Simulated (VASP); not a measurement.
# Rh (Fm-3m) in VASP: a series of runs

Runs on Rh. Level: r2SCAN. Tasks: single point, relaxation of cell and atoms.

Everything below comes from runs of VASP 6.6.1. Logs are shortened: lines on timing, memory, paths and dates and some standing lists are left out, and cuts for length are marked.

### Step 1. The cell of the first run

The structure is cubic, space group Fm-3m (No. 225). Conventional cell: a = 3.806 Å, b = 3.806 Å, c = 3.806 Å, α = 90.00°, β = 90.00°, γ = 90.00°. Within 3.5 Å of Rh (site symmetry m-3m) lie 12 Rh at 2.69 Å.

### Step 2. Single point, r2SCAN

File POSCAR:

```
Rh
1.0
    0.0000000000      1.9029860900      1.9029860900
    1.9029860900      0.0000000000      1.9029860900
    1.9029860900      1.9029860900      0.0000000000
Rh
1
Direct
    0.0000000000      0.0000000000      0.0000000000
```

File INCAR.step1:

```
PREC     = Accurate       # precision mode
ENCUT    = 520            # plane-wave cutoff, eV
ISMEAR   = 0              # smearing method
SIGMA    = 0.1            # smearing width, eV
LREAL    = F              # projectors in reciprocal space
LASPH    = T              # aspherical terms in the spheres
NELM     = 80             # most SCF steps
NBANDS   = 14             # bands
GGA      = PE             # functional
ALGO     = Normal         # electronic algorithm
EDIFF    = 1E-4           # SCF threshold, eV
LWAVE    = T              # write WAVECAR
LCHARG   = F              # write CHGCAR
```

File INCAR.step2:

```
PREC     = Accurate       # precision mode
ENCUT    = 520            # plane-wave cutoff, eV
EDIFF    = 1E-6           # SCF threshold, eV
ISMEAR   = 0              # smearing method
SIGMA    = 0.1            # smearing width, eV
LREAL    = F              # projectors in reciprocal space
LASPH    = T              # aspherical terms in the spheres
NELM     = 80             # most SCF steps
ALGO     = Normal         # electronic algorithm
ISIF     = 2              # what is computed and relaxed
LWAVE    = F              # write WAVECAR
LCHARG   = F              # write CHGCAR
METAGGA  = R2SCAN         # meta-GGA
LMIXTAU  = T            
NBANDS   = 14             # bands
ISTART   = 1
```

File KPOINTS:

```
Automatic mesh
0
Gamma
  8 8 8
```

Potentials or basis: VASP PAW PBE potentials, release 64 (Rh_pv).

On the command line:

```console
$ cat potpaw_PBE.64/Rh_pv/POTCAR > POTCAR
$ cp INCAR.step1 INCAR
$ mpirun -np 1 vasp_std > vasp.out
$ cp INCAR.step2 INCAR
$ mpirun -np 1 vasp_std > vasp.out
```

OUTCAR:

```text
PREC = Accurate
   ENCUT = 520
   EDIFF = 1E-6
   ISMEAR = 0
   LREAL = F
   LASPH = T
   NELM = 80
   ISIF = 2
   METAGGA = R2SCAN
   ISTART = 1

 ion  position               nearest neighbor table
   1  0.000  0.000  0.000-

  LATTYP: Found a face centered cubic cell.
 ALAT       =     3.8059721800

  Lattice vectors:

 A1 = (   0.0000000000,   1.9029860900,   1.9029860900)
 A2 = (   1.9029860900,   0.0000000000,   1.9029860900)
 A3 = (   1.9029860900,   1.9029860900,   0.0000000000)

Analysis of symmetry for initial positions (statically):
=====================================================================
 Subroutine PRICEL returns:
 Original cell was already a primitive cell.

 Routine SETGRP: Setting up the symmetry group for a
 face centered cubic supercell.

 Subroutine GETGRP returns: Found 48 space group operations
 (whereof 48 operations were pure point group operations)
 out of a pool of 48 trial point group operations.

The static configuration has the point symmetry O_h .

Analysis of symmetry for dynamics (positions and initial velocities):
=====================================================================
 Subroutine PRICEL returns:
 Original cell was already a primitive cell.

 Routine SETGRP: Setting up the symmetry group for a
 face centered cubic supercell.

 Subroutine GETGRP returns: Found 48 space group operations
 (whereof 48 operations were pure point group operations)
 out of a pool of 48 trial point group operations.

The dynamic configuration has the point symmetry O_h .

 Subroutine INISYM returns: Found 48 space group operations
 (whereof 48 operations are pure point group operations),
 and found     1 'primitive' translations

----------------------------------------------------------------------------------------

                                     Primitive cell

  volume of cell :      13.7828

  direct lattice vectors                    reciprocal lattice vectors
     0.000000000  1.902986090  1.902986090    -0.262744958  0.262744958  0.262744958
     1.902986090  0.000000000  1.902986090     0.262744958 -0.262744958  0.262744958
     1.902986090  1.902986090  0.000000000     0.262744958  0.262744958 -0.262744958

  length of vectors
     2.691228737  2.691228737  2.691228737     0.455087616  0.455087616  0.455087616

  position of ions in fractional coordinates (direct lattice)
     0.000000000  0.000000000  0.000000000

  ion indices of the primitive-cell ions
   primitive index   ion index
                 1           1

----------------------------------------------------------------------------------------

 KPOINTS: Automatic mesh

Automatic generation of k-mesh.
 Grid dimensions read from file:
 generate k-points for:    8    8    8

 Generating k-lattice:

  Cartesian coordinates                     Fractional coordinates (reciprocal lattice)
    -0.032843120  0.032843120  0.032843120     0.125000000  0.000000000  0.000000000
     0.032843120 -0.032843120  0.032843120     0.000000000  0.125000000  0.000000000
     0.032843120  0.032843120 -0.032843120     0.000000000  0.000000000  0.125000000

  Length of vectors
     0.056885952  0.056885952  0.056885952

  Shift w.r.t. Gamma in fractional coordinates (k-lattice)
     0.000000000  0.000000000  0.000000000

 Subroutine IBZKPT returns following result:
 ===========================================

 Found     29 irreducible k-points:

 Following reciprocal coordinates:
            Coordinates               Weight
  0.000000  0.000000  0.000000      1.000000
  0.125000  0.000000  0.000000      8.000000
  0.250000  0.000000  0.000000      8.000000
  0.375000  0.000000  0.000000      8.000000
  0.500000  0.000000  0.000000      4.000000
  0.125000  0.125000  0.000000      6.000000
[... 16 lines left out ...]
  0.500000  0.250000  0.125000     48.000000
 -0.375000  0.250000  0.125000     24.000000
 [... further k-points ...]
   k-points           NKPTS =     29   k-points in BZ     NKDIM =     29   number of bands    NBANDS=     14
   number of dos      NEDOS =    301   number of ions     NIONS =      1
   total plane-waves  NPLWV =   8000
   dimension x,y,z NGX =    20 NGY =   20 NGZ =   20
   dimension x,y,z NGXF=    40 NGYF=   40 NGZF=   40
   ions per type =               1
   NGX,Y,Z   is equivalent  to a cutoff of  12.35, 12.35, 12.35 a.u.
   NGXF,Y,Z  is equivalent  to a cutoff of  24.71, 24.71, 24.71 a.u.
 SYSTEM =  unknown system
   PREC   = accura    normal or accurate (medium, high low for compatibility)
   ISTART =      1    job   : 0-new  1-cont  2-samecut
   ICHARG =      0    charge: 1-file 2-atom 10-const
   ISPIN  =      1    spin polarized calculation?
   LNONCOLLINEAR =      F non collinear calculations
   LSORBIT =      F    spin-orbit coupling
   LASPH  =      T    aspherical Exc in radial PAW
   ENCUT  =  520.0 eV  38.22 Ry    6.18 a.u.   5.00  5.00  5.00*2*pi/ulx,y,z
   NELM   =     80;   NELMIN=  2; NELMDL=  0     # of ELM steps
   EDIFF  = 0.1E-05   stopping-criterion for ELM
   LREAL  =      F    real-space projection
   EDIFFG = 0.1E-04   stopping-criterion for IOM
   NSW    =      0    number of steps for IOM
   IBRION =     -1    ionic relax: 0-MD 1-quasi-New 2-CG
   NFREE  =      0    steps in history (QN), initial steepest desc. (CG)
   ISIF   =      2    stress and relaxation
   ISYM   =      2    0-nonsym 1-usesym 2-fastsym
   POTIM  = 0.5000    time-step for ionic-motion
   TEBEG  =    0.0;   TEEND  =   0.0 temperature during run
   PSTRESS=    0.0 pullay stress
   NELECT =      15.0000    total number of electrons
   NUPDOWN=      -1.0000    fix difference up-down
   EMIN   =  10.00;   EMAX   =-10.00  energy-range for DOS
   EFERMI =   0.00;   METHOD = LEGACY
   ISMEAR =     0;   SIGMA  =   0.10  broadening in eV -4-tet -1-fermi 0-gaus
   EFERMI_NEDOS =   21; number of points for ismear=-14 and -15
   IALGO  =     38    algorithm
   IMIX   =      4    mixing-type and parameters
     AMIX     =   0.40;   BMIX     =  1.00
     AMIX_MAG =   1.60;   BMIX_MAG =  1.00
  volume/ion in A,a.u.               =      13.78        93.01
  Fermi-wavevector in a.u.,A,eV,Ry     =   1.683939  3.182183 38.581359  2.835650
  Thomas-Fermi vector in A             =   2.767050
   LORBIT       =      0    0 simple, 1 ext, 2 COOP (PROOUT), +10 PAW based schemes
   METAGGA = R2SCAN    functional components
   LHFCALC =     F    Hartree Fock is set to
   AEXX    =    0.0000 exact exchange contribution
   IVDW    =     0    specifies the selected vdW correction
   LEPSILON=     F    determine dielectric tensor
   LRPA    =     F    only Hartree local field effects (RPA)
 non-spin polarized calculation
 Gauss-broadening in eV      SIGMA  =   0.10
  energy-cutoff  :      520.00
  volume of cell :       13.78
 maximum number of plane-waves:       388
   NGX =  9   NGY =  9   NGZ =  9

 number of electron      15.0000007 magnetization

 Free energy of the ion-electron system (eV)
  ---------------------------------------------------
  ext. energy  EPLUGINS =         0.00000000
  ---------------------------------------------------
  free energy    TOTEN  =       -24.11351162 eV

  energy without entropy =      -24.10573870  energy(sigma->0) =      -24.10962516

 E-fermi :  11.7312     XC(G=0): -15.1752

 val. band max:       11.7120511537   @ k =  -0.3750   0.2500   0.0000
 cond. band min:      11.7839101597   @ k =   0.3750   0.0000   0.0000
 fundamental gap:      0.0718590060
 Fermi energy:        11.7312106986

 k-point     1 :       0.0000    0.0000    0.0000
  band No.  band energies     occupation
      1     -36.0604      2.00000
      2     -36.0604      2.00000
      3     -36.0604      2.00000
      4       3.5350      2.00000
      5       8.5520      2.00000
      6       8.5520      2.00000
      7       8.5520      2.00000
      8      10.6400      2.00000
      9      10.6400      2.00000
     10      28.3920      0.00000
     11      29.1594      0.00000
     12      34.1398      0.00000
     13      34.1399      0.00000
     14      34.1399      0.00000

 k-point     2 :       0.1250    0.0000    0.0000
  band No.  band energies     occupation
      1     -36.1784      2.00000
      2     -36.0763      2.00000
      3     -36.0763      2.00000
      4       4.1634      2.00000
      5       8.3088      2.00000
      6       8.7736      2.00000
      7       8.7736      2.00000
      8      10.5401      2.00000
      9      10.5401      2.00000
     10      29.1584      0.00000
     11      29.2254      0.00000
     12      31.5075      0.00000
     13      35.0540      0.00000
     14      35.0540      0.00000

 k-point     3 :       0.2500    0.0000    0.0000
  band No.  band energies     occupation
      1     -36.4580      2.00000
      2     -36.1146      2.00000
      3     -36.1145      2.00000
      4       5.3790      2.00000
      5       8.4450      2.00000
      6       8.9066      2.00000
      7       8.9066      2.00000
      8      10.8334      2.00000
      9      10.8334      2.00000
     10      27.5318      0.00000
     11      29.1594      0.00000
     12      30.0309      0.00000
     13      37.1740      0.00000
     14      37.1740      0.00000

 k-point     4 :       0.3750    0.0000    0.0000
  band No.  band energies     occupation
      1     -36.7304      2.00000
      2     -36.1525      2.00000
      3     -36.1525      2.00000
      4       5.5238      2.00000
      5       8.6008      2.00000
      6       8.6008      2.00000
      7      10.6725      2.00000
      8      11.7839      0.45610
      9      11.7839      0.45606
     10      23.3237      0.00000
     11      28.6721      0.00000
     12      29.1592      0.00000
     13      35.3550      0.00000
     14      35.3550      0.00000

 k-point     5 :       0.5000    0.0000    0.0000
  band No.  band energies     occupation
      1     -36.8413      2.00000
      2     -36.1682      2.00000
      3     -36.1682      2.00000
      4       5.3876      2.00000
      5       8.4347      2.00000
      6       8.4347      2.00000
      7      12.2980      0.00000
      8      12.2980      0.00000
      9      12.6039      0.00000
     10      20.7632      0.00000
     11      27.9581      0.00000
[... 276 lines left out ...]
 k-point    22 :       0.3750    0.2500    0.1250
  band No.  band energies     occupation
      1     -36.5255      2.00000
      2     -36.2594      2.00000
      3     -36.1636      2.00000
      4       6.5306      2.00000
      5       7.1729      2.00000
      6       8.5301      2.00000
      7      10.2298      2.00000
      8      10.3856      2.00000
      9      12.5535      0.00000
     10      28.0265      0.00000
     11      29.1594      0.00000
     12      29.3280      0.00000
     13      32.2779      0.00000
     14      34.4269      0.00000

 k-point    23 :       0.5000    0.2500    0.1250
  band No.  band energies     occupation
      1     -36.6724      2.00000
      2     -36.3461      2.00000
      3     -36.2091      2.00000
      4       6.6306      2.00000
      5       7.6726      2.00000
      6       8.2555      2.00000
      7       9.9251      2.00000
      8      11.5874      1.95797
      9      15.0160      0.00000
     10      23.8968      0.00000
     11      28.2889      0.00000
     12      29.1586      0.00000
     13      30.2599      0.00000
     14      35.0877      0.00000

 k-point    24 :      -0.3750    0.2500    0.1250
  band No.  band energies     occupation
      1     -36.7354      2.00000
      2     -36.3733      2.00000
      3     -36.2338      2.00000
      4       6.5526      2.00000
      5       7.4184      2.00000
      6       8.9945      2.00000
      7       9.6174      2.00000
      8      12.1097      0.00000
      9      17.4114      0.00000
     10      20.5686      0.00000
     11      28.5002      0.00000
     12      29.1512      0.00000
     13      29.3046      0.00000
     14      33.8525      0.00000

 [... further k-points ...]

------------------------ aborting loop because EDIFF is reached ----------------------------------------

  FORCE on cell =-STRESS in cart. coord.  units (eV):
  Direction    XX          YY          ZZ          XY          YZ          ZX
  --------------------------------------------------------------------------------------
  -------------------------------------------------------------------------------------
  Total        0.0524390      0.0524390      0.0524390      0.0000000      0.0000000      0.0000000
  in kB        6.0957628      6.0957628      6.0957628      0.0000000      0.0000000      0.0000000
  external PRESSURE =       6.0957628 kB  Pullay stress =       0.0000000 kB

 VOLUME and BASIS-vectors are now :
 -----------------------------------------------------------------------------
  energy-cutoff  :      520.00
  volume of cell :       13.78
      direct lattice vectors                 reciprocal lattice vectors
     0.000000000  1.902986090  1.902986090    -0.262744958  0.262744958  0.262744958
     1.902986090  0.000000000  1.902986090     0.262744958 -0.262744958  0.262744958
     1.902986090  1.902986090  0.000000000     0.262744958  0.262744958 -0.262744958

 POSITION                                       TOTAL-FORCE (eV/Angst)
 -----------------------------------------------------------------------------------
      0.00000      0.00000      0.00000        -0.000000      0.000000      0.000000
 -----------------------------------------------------------------------------------
    total drift:                                0.000000      0.000000      0.000000

  FREE ENERGIE OF THE ION-ELECTRON SYSTEM (eV)
  ---------------------------------------------------
  free  energy   TOTEN  =       -24.1135116215 eV

  energy  without entropy=      -24.1057387023  energy(sigma->0) =      -24.10962516
```

It took 32 s on 1 thread of Intel Xeon 8259CL, shared host; peak memory 0.13 GiB.

Results:

```
Free energy            : -24.1135 eV
Pressure               : 0.6 GPa
Band gap on the k mesh : zero (an odd number of electrons rules out a gap without spin polarisation)
```

Levels at points of the mesh, in eV from the Fermi level:
```
           k point  band 4  band 5  band 6  band 7  band 8  band 9  band 10  band 11
(0.00, 0.00, 0.00)   -8.20   -3.18   -3.18   -3.18   -1.09   -1.09    16.66    17.43
(0.50, 0.00, 0.00)   -6.34   -3.30   -3.30    0.57    0.57    0.87     9.03    16.23
(0.50, 0.50, 0.00)   -6.55   -6.18    0.49    1.03    1.03    3.44    12.82    13.95
```

Caveat: an empty level that is flat over the whole mesh can mark a ghost state of the potentials, or a narrow d or f band; the PAW data sets were made with another functional, which shifts forces and pressure a little.

(Continued in part 2 of 2.)
